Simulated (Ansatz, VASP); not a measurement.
**One calculation of C, two programs**

```xyz
4
Lattice="2.4657 0.0000 0.0000 -1.2328 2.1353 0.0000 0.0000 0.0000 17.5001" Properties=species:S:1:pos:R:3 pbc="T T T"
C     1.2328    0.7118    4.5000
C     0.0000    1.4235    4.5000
C     2.0547    0.7118    9.0101
C     3.2875    0.0000    9.0100
```

Alike in both runs: task single point; functional PBE; dispersion D3(BJ); k mesh 15 × 15 × 1; occupations gaussian, width 0.1 eV; no spin polarisation.

|  | VASP | Ansatz |
| --- | --- | --- |
| version | VASP 6.6.1 | Ansatz 0.2.0 |
| potentials or method | VASP PAW PBE potentials, release 64 (C), cutoff 520 eV | scalar-relativistic, plane waves, PAW |
| valence electrons in the cell | 16 | 16 |

|  | VASP | Ansatz | Ansatz less VASP |
| --- | --- | --- | --- |
| gap on the k mesh at the Fermi level (eV) | 0.05 | 0.05 | 0.000 |
| least direct gap on the mesh (eV) | 0.05 | 0.05 | 0.000 |
| rms of the force components (eV/Å) | 0.012 | 0.012 | 0.0000 |

Atom by atom the forces differ by 0.000 eV/Å (rms over components). Ansatz's warnings: structure snapped to symmetry.
